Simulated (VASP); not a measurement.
Crystal: Cr.

```
Cr
1.0
     1.14705   -2.46703    0.00000
     1.14705    2.46703    0.00000
     0.00000    0.00000    4.06431
Cr
2
Direct
  0.12947 0.87053 0.75000
  0.87053 0.12947 0.25000
```

- Program: VASP 6.6.1
- Task: relaxation of cell and atoms
- Functional: PBEsol
- Potentials or basis: VASP PAW PBE potentials, release 64 (Cr_pv)
- Cutoff: 600 eV
- k mesh: 20 × 20 × 10
- Occupations: gaussian, width 0.1 eV
- Spin: no spin polarisation

At the start: pressure -2.3 GPa; volume 11.50 Å³/atom.

Problem. How do energy, volume and symmetry change on relaxing?

Solution. Over 23 steps the energy falls by 11.1 meV/atom and the volume is 11.39 Å³/atom (-1.0 %); space group Cmcm (No. 63, to 0.05 Å).

Step by step:
```tsv
step	energy change (eV)	largest force (eV/Å)	pressure (GPa)	volume (Å³)
1	0.0000	0.1605	-2.35	23.00
2	-0.0063	0.1645	4.04	22.44
3	-0.0072	0.1625	2.31	22.59
4	-0.0155	0.1431	0.95	22.69
5	-0.0188	0.1119	-0.57	22.83
6	-0.0189	0.1182	-0.39	22.81
7	-0.0205	0.0858	0.23	22.75
8	-0.0212	0.0266	1.36	22.65
9	-0.0219	0.0025	0.64	22.73
10	-0.0220	0.0147	0.18	22.76
11	-0.0220	0.0122	0.35	22.76
12	-0.0221	0.0068	0.02	22.77
13	-0.0221	0.0013	-0.07	22.79
14	-0.0221	0.0099	-0.57	22.82
15	-0.0221	0.0013	-0.17	22.80
16	-0.0222	0.0023	-0.05	22.79
17	-0.0222	0.0047	0.14	22.77
18	-0.0222	0.0044	0.06	22.77
19	-0.0222	0.0056	0.04	22.77
20	-0.0222	0.0052	0.10	22.77
21	-0.0222	0.0041	-0.15	22.78
22	-0.0222	0.0043	-0.05	22.78
23	-0.0222	0.0043	0.00	22.78
```

Final structure:
```
Cr
1.0
     1.13386   -2.40308    0.00000
     1.13386    2.40308    0.00000
     0.00000    0.00000    4.17988
Cr
2
Direct
  0.13988 0.86012 0.75000
  0.86012 0.13988 0.25000
```

Caveat: the PAW data sets were made with another functional, which shifts forces and pressure a little; the run has no spin polarisation, though such a crystal can be magnetic.
